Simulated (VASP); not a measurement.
Crystal: PdF (CsCl type).

```
Pd F
1.0
     2.54157    0.00000    0.00000
     0.00000    2.54157    0.00000
     0.00000    0.00000    2.54157
Pd F
1 1
Direct
  0.00000 0.00000 0.00000
  0.50000 0.50000 0.50000
```

This cell differs from its parent crystal: volume scaled by 0.68.

Base run:

- Program: VASP 6.6.1
- Functional: PBEsol
- Potentials or basis: VASP PAW PBE potentials, release 64 (Pd, F)
- Cutoff: 520 eV
- k mesh: 14 × 14 × 14
- Occupations: fermi-dirac, width 0.05 eV
- Spin: no spin polarisation

Its results: pressure 132.4 GPa.

Problem. The run is repeated on the same cell with these changes: further incar settings from ALGO = Normal; EDIFF = 1e-07; NBANDS = 16 to ALGO = Normal; EDIFF = 1e-06; NBANDS = 16; hubbard terms from none to Pd d U = 3.0 eV. What comes out?

Solution. Pressure 109.4 GPa.

Caveats: the PAW data sets were made with another functional, which shifts forces and pressure a little; an odd number of electrons without spin polarisation forces a metal; a magnetic or distorted state may lie lower; U without spin polarisation on a metal has little footing (some runs).
